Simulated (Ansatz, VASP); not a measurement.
## MgZn5S6: VASP beside Ansatz

```
Mg Zn S
1.0
     6.72029    0.00000    0.00000
    -3.36014    5.81994    0.00000
     0.00000    0.00000    6.34390
Mg Zn S
1 5 6
Direct
  0.00000 0.00000 0.50349
  0.33681 0.33681 0.00495
  0.00000 0.66319 0.00495
  0.66319 0.00000 0.00495
  0.66667 0.33333 0.50449
  0.33333 0.66667 0.50449
  0.34450 0.34450 0.37754
  0.00000 0.65550 0.37754
  0.65550 0.00000 0.37754
  0.66667 0.33333 0.87853
  0.33333 0.66667 0.87853
  0.00000 0.00000 0.89302
```

Alike in both runs: functional PBE; k mesh 3 × 3 × 4; occupations gaussian, width 0.1 eV; no spin polarisation.

Ansatz relaxed the structure, and its values are those at the end. VASP's run is a single point on that final structure, the one shown.

|  | VASP | Ansatz |
| --- | --- | --- |
| version | VASP 6.6.1 | Ansatz 0.2.0 |
| potentials or method | VASP PAW PBE potentials, release 64 (Mg, Zn, S), cutoff 520 eV | scalar-relativistic, plane waves, PAW |
| valence electrons in the cell | 98 | 106 |

Ansatz gave:

* gap on the k mesh at the Fermi level (eV): 2.24
* least direct gap on the mesh (eV): 2.24
* pressure (GPa): 0.0
* rms of the force components (eV/Å): 0.013

Question: What did VASP give for the same quantities?

Answer: gap on the k mesh at the Fermi level (eV): 2.25; least direct gap on the mesh (eV): 2.25; pressure (GPa): 0.0; rms of the force components (eV/Å): 0.016.

VASP's potentials hold 98 valence electrons a cell and Ansatz's 106, so a difference there can come from the potentials and not from the codes.
